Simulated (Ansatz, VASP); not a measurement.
Zn: VASP beside Ansatz

```
CELL_PARAMETERS angstrom
-1.54476 1.54476 1.54476
1.54476 -1.54476 1.54476
1.54476 1.54476 -1.54476
ATOMIC_POSITIONS crystal
Zn 0.00000 0.00000 0.00000
```

Alike in both runs: task single point; functional LDA; k mesh 22 × 22 × 22; occupations gaussian, width 0.15 eV; no spin polarisation.

|  | VASP | Ansatz |
| --- | --- | --- |
| version | VASP 6.6.1 | Ansatz 0.2.0 |
| potentials or method | VASP PAW LDA potentials, release 64 (Zn), cutoff 520 eV | scalar-relativistic, plane waves, PAW |
| valence electrons in the cell | 12 | 12 |

```csv
,VASP,Ansatz,Ansatz less VASP
gap on the k mesh at the Fermi level (eV),none,none,-
pressure (GPa),-5.1,-5.7,-0.55
```

LDA's correlation is that of Perdew and Zunger in VASP and of Perdew and Wang (1992) in Ansatz. A gap of «none» marks a metal or a gap that the smearing closes.
